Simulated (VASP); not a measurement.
Here is a VASP 6.6.1 calculation.

The input POSCAR:

```
WC
1.0
    0.0000000000      2.0830498000      2.0830498000
    2.0830498000      0.0000000000      2.0830498000
    2.0830498000      2.0830498000      0.0000000000
W C
1 1
Direct
    0.0000000000      0.0000000000      0.0000000000
    0.5000000000      0.5000000000      0.5000000000
```

The input INCAR.step1:

```
PREC = Accurate
ENCUT = 520
ISMEAR = 0
SIGMA = 0.15
LREAL = F
LASPH = T
NELM = 60
NBANDS = 16
GGA = PE
ALGO = Normal
EDIFF = 1E-4
LWAVE = T
LCHARG = F
```

INCAR.step2

```
PREC = Accurate
ENCUT = 520
EDIFF = 1E-6
ISMEAR = 0
SIGMA = 0.15
LREAL = F
LASPH = T
NELM = 60
ALGO = Normal
ISIF = 2
LWAVE = F
LCHARG = T
METAGGA = R2SCAN
LMIXTAU = T
LELF = T
LVHAR = T
NBANDS = 16
ISTART = 1
```

File KPOINTS:

```
regular mesh
0
Gamma
  18 18 18
```

Potentials or basis: VASP PAW PBE potentials, release 64 (W_sv, C).

Command:

```sh
$ cat potpaw_PBE.64/W_sv/POTCAR potpaw_PBE.64/C/POTCAR > POTCAR
$ cp INCAR.step1 INCAR
$ mpirun -np 1 vasp_std > vasp.out
$ cp INCAR.step2 INCAR
$ mpirun -np 1 vasp_std > vasp.out
```

Question: What does it give for the pressure?

Answer: 74.7 GPa.

Question: What does it give for the band gap on the k mesh?

Answer: Zero (band 9 reaches 16.35 eV, above the bottom of band 10 at 12.19 eV).

Caveat: the cell differs from its parent crystal (strain -0.050 along x and y, -0.050 along z); the PAW data sets were made with another functional, which shifts forces and pressure a little; spin-orbit coupling is left out, which moves the levels of the heavy elements.
